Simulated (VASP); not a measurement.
# HC18 in VASP: further runs

HC18 is run at these levels: PBE; tasks: single point.

Program: VASP 6.6.1. These are calculated values, not measurements. Logs are shortened: lines on timing, memory, paths and dates and some standing lists are left out, and cuts for length are marked.

## 1. The cell of the first run

The cell holds a slab with vacuum, 19 atoms: a = 7.398 Å, b = 7.398 Å, c = 12.000 Å, α = 90.00°, β = 90.00°, γ = 120.00°.

## 2. Single point, PBE, collinear spin

INCAR

```
SYSTEM = HC18
PREC = Accurate
ENCUT = 520
EDIFF = 1E-7
ISMEAR = 0
SIGMA = 0.05
LREAL = Auto
LASPH = .True.
NELM = 150
ALGO = Normal
ISIF = 2
LWAVE = .False.
LCHARG = .False.
ISPIN = 2
MAGMOM = 0 0.09 0 0.09 0 0 0 0.08 0 0.09 0 0.08 0 0.08 0 0 0 0 0
LORBIT = 11
GGA = PE
NBANDS = 56
```

KPOINTS

```
Automatic mesh
0
Gamma
  2 2 1
  0 0 0
```

POSCAR

```
HC18
1.0
    7.3980000000      0.0000000000      0.0000000000
   -3.6990000000      6.4068560000      0.0000000000
    0.0000000000      0.0000000000     12.0000000000
C H
18 1
Direct
    0.0004615718     -0.0003315199      0.0792075833
    0.2197630613      0.1066093884      0.0847914167
    0.0004588409      0.3347122208      0.0791919167
    0.2197574297      0.4470782549      0.0847679167
   -0.0000826371      0.6669185323      0.0735464167
    0.2215626220      0.7777432488      0.0744755000
    0.3321235702     -0.0003305834      0.0792048333
    0.5555708957      0.1112653383      0.0817155000
    0.3332501352      0.3335862395      0.1139795000
    0.5602291773      0.4470741968      0.0847850000
    0.3321235230      0.6663770811      0.0791929167
    0.5555694072      0.7782228912      0.0817138333
    0.6665840556      0.0002519176      0.0814733333
    0.8886124561      0.1112662748      0.0817143333
    0.6671672184      0.3347123769      0.0792006667
    0.8890935008      0.4452737817      0.0744729167
    0.6671682745      0.6663752081      0.0792045000
    0.8890949224      0.7777421562      0.0744813333
    0.3332374522      0.3336208899      0.2078799167
```

Potentials or basis: VASP PAW PBE potentials, release 64 (C, H).

Run with:

```console
$ cat potpaw_PBE.64/C/POTCAR potpaw_PBE.64/H/POTCAR > POTCAR
$ mpirun -np 1 vasp_std > vasp.out
```

OUTCAR:

```text
SYSTEM = HC18
   PREC = Accurate
   ENCUT = 520
   EDIFF = 1E-7
   ISMEAR = 0
   LREAL = Auto
   LASPH = .True.
   NELM = 150
   ISIF = 2
   ISPIN = 2
   LORBIT = 11
   GGA = PE

 ion  position               nearest neighbor table
   1  0.000  1.000  0.079-   2 1.41  18 1.42  14 1.43
   2  0.220  0.107  0.085-   7 1.41   1 1.41   9 1.50
   3  0.000  0.335  0.079-   4 1.41  16 1.42  14 1.43
   4  0.220  0.447  0.085-   3 1.41  11 1.41   9 1.50
   5  1.000  0.667  0.074-  16 1.42   6 1.42  18 1.42
   6  0.222  0.778  0.074-   5 1.42   7 1.42  11 1.42
   7  0.332  1.000  0.079-   2 1.41   6 1.42   8 1.43
   8  0.556  0.111  0.082-  13 1.42  15 1.43   7 1.43
   9  0.333  0.334  0.114-  19 1.13   2 1.50  10 1.50   4 1.50
  10  0.560  0.447  0.085-  15 1.41  17 1.41   9 1.50
  11  0.332  0.666  0.079-   4 1.41   6 1.42  12 1.43
  12  0.556  0.778  0.082-  13 1.42  11 1.43  17 1.43
  13  0.667  0.000  0.081-   8 1.42  14 1.42  12 1.42
  14  0.889  0.111  0.082-  13 1.42   3 1.43   1 1.43
  15  0.667  0.335  0.079-  10 1.41  16 1.42   8 1.43
  16  0.889  0.445  0.074-   5 1.42   3 1.42  15 1.42
  17  0.667  0.666  0.079-  10 1.41  18 1.42  12 1.43
  18  0.889  0.778  0.074-   5 1.42   1 1.42  17 1.42
  19  0.333  0.334  0.208-   9 1.13

  LATTYP: Found a hexagonal cell.
 ALAT       =     7.3980000000
 C/A-ratio  =     1.6220600162

  Lattice vectors:

 A1 = (   7.3980000000,   0.0000000000,   0.0000000000)
 A2 = (  -3.6990000000,   6.4068560000,   0.0000000000)
 A3 = (   0.0000000000,   0.0000000000,  12.0000000000)

Analysis of symmetry for initial positions (statically):
=====================================================================
 Subroutine PRICEL returns:
 Original cell was already a primitive cell.

 Routine SETGRP: Setting up the symmetry group for a
 hexagonal supercell.

 Subroutine GETGRP returns: Found  1 space group operations
 (whereof  1 operations were pure point group operations)
 out of a pool of 24 trial point group operations.

The static configuration has the point symmetry C_1 .

Analysis of symmetry for dynamics (positions and initial velocities):
=====================================================================
 Subroutine PRICEL returns:
 Original cell was already a primitive cell.

 Routine SETGRP: Setting up the symmetry group for a
 hexagonal supercell.

 Subroutine GETGRP returns: Found  1 space group operations
 (whereof  1 operations were pure point group operations)
 out of a pool of 24 trial point group operations.

The dynamic configuration has the point symmetry C_1 .

Analysis of structural, dynamic, and magnetic symmetry:
=====================================================================
 Subroutine PRICEL returns:
 Original cell was already a primitive cell.

 Routine SETGRP: Setting up the symmetry group for a
 hexagonal supercell.

 Subroutine GETGRP returns: Found  1 space group operations
 (whereof  1 operations were pure point group operations)
 out of a pool of 24 trial point group operations.

The overall configuration has the point symmetry C_1 .

 Subroutine INISYM returns: Found  1 space group operations
 (whereof  1 operations are pure point group operations),
 and found     1 'primitive' translations

----------------------------------------------------------------------------------------

                                     Primitive cell

  volume of cell :     568.7750

  direct lattice vectors                    reciprocal lattice vectors
     7.398000000  0.000000000  0.000000000     0.135171668  0.078041398  0.000000000
    -3.699000000  6.406856000  0.000000000     0.000000000  0.156082796  0.000000000
     0.000000000  0.000000000 12.000000000     0.000000000  0.000000000  0.083333333

  length of vectors
     7.398000000  7.398000054 12.000000000     0.156082797  0.156082796  0.083333333

  position of ions in fractional coordinates (direct lattice)
     0.000461572  0.999668480  0.079207583
     0.219763061  0.106609388  0.084791417
     0.000458841  0.334712221  0.079191917
     0.219757430  0.447078255  0.084767917
     0.999917363  0.666918532  0.073546417
     0.221562622  0.777743249  0.074475500
[... 11 lines left out ...]
     0.889094922  0.777742156  0.074481333
     0.333237452  0.333620890  0.207879917

  ion indices of the primitive-cell ions
   primitive index   ion index
                 1           1
                 2           2
                 3           3
                 4           4
                 5           5
                 6           6
[... 11 lines left out ...]
                18          18
                19          19

----------------------------------------------------------------------------------------

 KPOINTS: Automatic mesh

Automatic generation of k-mesh.
 Grid dimensions read from file:
 generate k-points for:    2    2    1

 Generating k-lattice:

  Cartesian coordinates                     Fractional coordinates (reciprocal lattice)
     0.067585834  0.039020699  0.000000000     0.500000000  0.000000000  0.000000000
     0.000000000  0.078041398  0.000000000     0.000000000  0.500000000  0.000000000
     0.000000000  0.000000000  0.083333333     0.000000000  0.000000000  1.000000000

  Length of vectors
     0.078041399  0.078041398  0.083333333

  Shift w.r.t. Gamma in fractional coordinates (k-lattice)
     0.000000000  0.000000000  0.000000000

 Subroutine IBZKPT returns following result:
 ===========================================

 Found      4 irreducible k-points:

 Following reciprocal coordinates:
            Coordinates               Weight
  0.000000  0.000000  0.000000      1.000000
  0.500000  0.000000  0.000000      1.000000
  0.000000  0.500000  0.000000      1.000000
  0.500000  0.500000  0.000000      1.000000
   k-points           NKPTS =      4   k-points in BZ     NKDIM =      4   number of bands    NBANDS=     56
   number of dos      NEDOS =    301   number of ions     NIONS =     19
   total plane-waves  NPLWV = 282240
   dimension x,y,z NGX =    56 NGY =   56 NGZ =   90
   dimension x,y,z NGXF=   112 NGYF=  112 NGZF=  180
   ions per type =              18   1
   NGX,Y,Z   is equivalent  to a cutoff of  12.58, 12.58, 12.47 a.u.
   NGXF,Y,Z  is equivalent  to a cutoff of  25.17, 25.17, 24.94 a.u.
 SYSTEM =  HC18
   PREC   = accura    normal or accurate (medium, high low for compatibility)
   ISTART =      0    job   : 0-new  1-cont  2-samecut
   ICHARG =      2    charge: 1-file 2-atom 10-const
   ISPIN  =      2    spin polarized calculation?
   LNONCOLLINEAR =      F non collinear calculations
   LSORBIT =      F    spin-orbit coupling
   LASPH  =      T    aspherical Exc in radial PAW
   ENCUT  =  520.0 eV  38.22 Ry    6.18 a.u.  13.76 13.76 22.31*2*pi/ulx,y,z
   NELM   =    150;   NELMIN=  2; NELMDL= -5     # of ELM steps
   EDIFF  = 0.1E-06   stopping-criterion for ELM
   LREAL  =      T    real-space projection
   EDIFFG = 0.1E-05   stopping-criterion for IOM
   NSW    =      0    number of steps for IOM
   IBRION =     -1    ionic relax: 0-MD 1-quasi-New 2-CG
   NFREE  =      0    steps in history (QN), initial steepest desc. (CG)
   ISIF   =      2    stress and relaxation
   ISYM   =      2    0-nonsym 1-usesym 2-fastsym
   POTIM  = 0.5000    time-step for ionic-motion
   TEBEG  =    0.0;   TEEND  =   0.0 temperature during run
   PSTRESS=    0.0 pullay stress
   NELECT =      73.0000    total number of electrons
   NUPDOWN=      -1.0000    fix difference up-down
   EMIN   =  10.00;   EMAX   =-10.00  energy-range for DOS
   EFERMI =   0.00;   METHOD = LEGACY
   ISMEAR =     0;   SIGMA  =   0.05  broadening in eV -4-tet -1-fermi 0-gaus
   EFERMI_NEDOS =   21; number of points for ismear=-14 and -15
   IALGO  =     38    algorithm
   IMIX   =      4    mixing-type and parameters
     AMIX     =   0.40;   BMIX     =  1.00
     AMIX_MAG =   1.60;   BMIX_MAG =  1.00
  volume/ion in A,a.u.               =      29.94       202.01
  Fermi-wavevector in a.u.,A,eV,Ry     =   0.825789  1.560514  9.278180  0.681927
  Thomas-Fermi vector in A             =   1.937708
   LORBIT       =     11    0 simple, 1 ext, 2 COOP (PROOUT), +10 PAW based schemes
   GGA     = PE    functional components
   LHFCALC =     F    Hartree Fock is set to
   AEXX    =    0.0000 exact exchange contribution
   IVDW    =     0    specifies the selected vdW correction
   LEPSILON=     F    determine dielectric tensor
   LRPA    =     F    only Hartree local field effects (RPA)
 spin polarized calculation
 Gauss-broadening in eV      SIGMA  =   0.05
  energy-cutoff  :      520.00
  volume of cell :      568.78
 maximum number of plane-waves:     15363
 NGX is ok and might be reduce to    56
   NGX = 27   NGY = 27   NGZ = 45

 number of electron      73.0000000 magnetization       1.0000134

 Free energy of the ion-electron system (eV)
  ---------------------------------------------------
  ext. energy  EPLUGINS =         0.00000000
  ---------------------------------------------------
  free energy    TOTEN  =      -167.78170590 eV

  energy without entropy =     -167.78170367  energy(sigma->0) =     -167.78170478

 E-fermi :  -1.5910     XC(G=0):  -3.6631

 val. band max:       -1.7329638538   @ k =   0.0000   0.0000   0.0000
 cond. band min:      -1.4490359461   @ k =   0.0000   0.0000   0.0000
 fundamental gap:      0.2839279077
 Fermi energy:        -1.5909999511

 spin component 1

 k-point     1 :       0.0000    0.0000    0.0000
  band No.  band energies     occupation
      1     -21.1546      1.00000
      2     -18.6124      1.00000
      3     -18.6100      1.00000
      4     -18.6100      1.00000
      5     -18.5768      1.00000
      6     -18.5092      1.00000
[... 40 lines left out ...]
     47       3.4059      0.00000
     48       4.5266      0.00000
[... 151 lines left out ...]
     47       4.0095      0.00000
     48       4.1202      0.00000
 Fermi energy:        -1.5909999511

 spin component 2

 k-point     1 :       0.0000    0.0000    0.0000
  band No.  band energies     occupation
      1     -21.0880      1.00000
      2     -18.5621      1.00000
      3     -18.5621      1.00000
      4     -18.5214      1.00000
      5     -18.4879      1.00000
      6     -18.4518      1.00000
[... 40 lines left out ...]
     47       3.5019      0.00000
     48       4.6942      0.00000
[... 151 lines left out ...]
     47       4.0732      0.00000
     48       4.2285      0.00000
 [bands above 48 left out]

------------------------ aborting loop because EDIFF is reached ----------------------------------------

  FORCE on cell =-STRESS in cart. coord.  units (eV):
  Direction    XX          YY          ZZ          XY          YZ          ZX
  --------------------------------------------------------------------------------------
  -------------------------------------------------------------------------------------
  Total        3.4053207      3.3660266     -0.0716077     -0.0018696     -0.0042429      0.0019190
  in kB        9.5924173      9.4817300     -0.2017110     -0.0052663     -0.0119518      0.0054057
  external PRESSURE =       6.2908121 kB  Pullay stress =       0.0000000 kB

 VOLUME and BASIS-vectors are now :
 -----------------------------------------------------------------------------
  energy-cutoff  :      520.00
  volume of cell :      568.78
      direct lattice vectors                 reciprocal lattice vectors
     7.398000000  0.000000000  0.000000000     0.135171668  0.078041398  0.000000000
    -3.699000000  6.406856000  0.000000000     0.000000000  0.156082796  0.000000000
     0.000000000  0.000000000 12.000000000     0.000000000  0.000000000  0.083333333

 POSITION                                       TOTAL-FORCE (eV/Angst)
 -----------------------------------------------------------------------------------
     -3.69436      6.40473      0.95049        -0.004573     -0.000330      0.002720
      1.23146      0.68303      1.01750        -0.003399      0.016609     -0.004722
     -1.23471      2.14445      0.95030        -0.001274     -0.001348      0.000800
     -0.02798      2.86437      1.01722         0.009146     -0.006270     -0.004196
      4.93046      4.27285      0.88256         0.000635      0.002983     -0.016019
     -1.23775      4.98289      0.89371         0.010539     -0.002153     -0.001240
[... 11 lines left out ...]
      3.70066      4.98288      0.89378        -0.004395      0.005347      0.000059
      1.23123      2.13746      2.49456         0.000427     -0.000113      0.028667
 -----------------------------------------------------------------------------------
    total drift:                               -0.000881     -0.007440     -0.014576

  FREE ENERGIE OF THE ION-ELECTRON SYSTEM (eV)
  ---------------------------------------------------
  free  energy   TOTEN  =      -167.7817058967 eV

  energy  without entropy=     -167.7817036720  energy(sigma->0) =     -167.78170478

 total charge

# of ion       s       p       d       tot
------------------------------------------
    1        0.863   1.793   0.000   2.656
    2        0.862   1.772   0.000   2.634
    3        0.863   1.793   0.000   2.656
    4        0.862   1.772   0.000   2.634
    5        0.864   1.795   0.000   2.659
    6        0.864   1.790   0.000   2.654
[... 11 lines left out ...]
   18        0.864   1.790   0.000   2.654
   19        0.613   0.040   0.000   0.653
--------------------------------------------------
tot         16.108  32.198   0.000  48.307

 magnetization (x)

# of ion       s       p       d       tot
------------------------------------------
    1       -0.005  -0.059   0.000  -0.064
    2        0.009   0.123   0.000   0.132
    3       -0.005  -0.059   0.000  -0.064
    4        0.009   0.123   0.000   0.133
    5       -0.003  -0.027   0.000  -0.030
    6        0.004   0.058   0.000   0.062
[... 11 lines left out ...]
   18        0.004   0.058   0.000   0.062
   19        0.049  -0.001   0.000   0.048
--------------------------------------------------
tot          0.067   0.460   0.000   0.527
```

It took 13 min on 1 thread of Oxide Virtual Turin-like, shared host; peak memory 0.83 GiB.

What came out:

| Property | Result |
| --- | --- |
| Free energy | -167.7817 eV |
| Largest force | 0.029 eV/Å |
| Band gap on the k mesh | 0.28 eV |
| Net moment | 1.00 μB per cell |
| Site moments | C -0.06, +0.13, -0.03, +0.06, +0.12, -0.02, -0.04 (each value once); H +0.05 μB |
| Valence electrons inside the program's atomic spheres | C 2.66, 2.63, 2.65, 2.64 (each value once); H 0.65 |

Forces in eV/Å, atoms in the order of the input:
```
C   -0.005  0.000  0.003
C   -0.003  0.017 -0.005
C   -0.001 -0.001  0.001
C    0.009 -0.006 -0.004
C    0.001  0.003 -0.016
C    0.011 -0.002 -0.001
C    0.003 -0.009  0.003
C   -0.001 -0.004  0.003
C   -0.005  0.002 -0.008
C   -0.009 -0.005 -0.003
C    0.000  0.005 -0.003
C   -0.007 -0.004  0.001
C    0.000 -0.002  0.008
C    0.002 -0.001 -0.002
C    0.008 -0.007 -0.005
C    0.005  0.003 -0.002
C   -0.003  0.007  0.002
C   -0.004  0.005  0.000
H    0.000  0.000  0.029
```

Levels at points of the mesh, in eV from the valence-band top:
Spin up:
```
           k point  band 35  band 36  band 37  band 38  band 39  band 40
(0.00, 0.00, 0.00)    -1.84    -0.11    -0.11     0.28     2.22     3.27
(0.50, 0.00, 0.00)    -2.52    -2.33    -0.11     1.94     2.55     2.57
(0.00, 0.50, 0.00)    -2.52    -2.33    -0.11     1.94     2.55     2.57
(0.50, 0.50, 0.00)    -2.52    -2.33    -0.11     1.94     2.55     2.57
```
Spin down:
| k point | band 34 | band 35 | band 36 | band 37 | band 38 | band 39 |
| --- | --- | --- | --- | --- | --- | --- |
| (0.00, 0.00, 0.00) | -2.85 | -1.66 | 0.00 | 0.44 | 0.44 | 2.42 |
| (0.50, 0.00, 0.00) | -2.41 | -2.40 | -2.22 | 0.50 | 2.04 | 2.69 |
| (0.00, 0.50, 0.00) | -2.41 | -2.40 | -2.22 | 0.50 | 2.04 | 2.69 |
| (0.50, 0.50, 0.00) | -2.41 | -2.40 | -2.22 | 0.50 | 2.04 | 2.69 |

Caveat: the k points lie up to 0.49 Å⁻¹ apart; there is no dipole correction, which matters where the two faces differ.

(Continued in part 2 of 2.)
